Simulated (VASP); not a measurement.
A run of VASP 6.6.1 is set up as follows.

The input INCAR:

```
  ALGO = Normal
  EDIFF = 1E-6
  ENCUT = 500
  GGA = CA
  GGA_COMPAT = False
  ISIF = 2
  ISMEAR = -1
  LASPH = True
  LCHARG = False
  LREAL = False
  LWAVE = False
  NBANDS = 13
  NELM = 120
  PREC = Accurate
  SIGMA = 0.1
```

Contents of KPOINTS:

```
k-points
0
Gamma
  9 9 9
```

Contents of POSCAR:

```
Pb
1.0
    3.4485434737      0.0000000000      0.0000000000
    1.7242717368      2.9865262543      0.0000000000
    1.7242717368      0.9955087514      2.8157239555
Pb
1
Direct
    0.0000000000      0.0000000000      0.0000000000
```

Potentials or basis: VASP PAW LDA potentials, release 64 (Pb_d).

Command:

```sh
$ cat potpaw_LDA.64/Pb_d/POTCAR > POTCAR
$ mpirun -np 1 vasp_std > vasp.out
```

Q: What does it give for the band gap on the k mesh?

A: Zero (bands 7 and 8 overlap by 9.35 eV).

Q: Predict the pressure.

A: 0.1 GPa.

Caveat: spin-orbit coupling is left out, which moves the levels of the heavy elements.
